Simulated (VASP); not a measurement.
Runs of VASP 6.6.1 on LiCl. The structure is that of space group Fm-3m (No. 225), or close to it. The cells are those of the table. 

| level | potentials or basis | cell | cutoff (eV) | gap on the mesh (eV) | pressure (GPa) |
| --- | --- | --- | --- | --- | --- |
| r2SCAN | VASP PAW PBE potentials, release 64 (Li_sv, Cl) | a = 3.583 Å, angles 60.0°, 2 atoms | 830 | (b) | (a) |
| LDA | VASP PAW LDA potentials, release 64 (Li_sv, Cl) | a = 3.611 Å, angles 60.0°, 2 atoms | 750 | 6.07 | -3.0 |
| PBE | VASP PAW PBE potentials, release 64 (Li_sv, Cl) | a = 3.598 Å, angles 60.0°, 2 atoms | 750 | 6.48 | 1.2 |
| r2SCAN | VASP PAW PBE potentials, release 64 (Li_sv, Cl) | a = 3.554 Å, angles 60.0°, 2 atoms | 830 | 7.61 | 1.6 |
| revPBE | VASP PAW PBE potentials, release 64 (Li_sv, Cl) | a = 3.583 Å, angles 60.0°, 2 atoms | 750 | 6.75 | 3.4 |

Alike in all rows: task single point; no spin polarisation; k mesh 8 × 8 × 8; smearing gaussian 0.02 eV.

Task: Estimate the missing entries.

Result: (a) 0.5; (b) 7.54.

Caveats: the PAW data sets were made with another functional, which shifts forces and pressure a little (at least some runs); the cell stands under pressure (at least some runs).

A k mesh can miss the band edges.
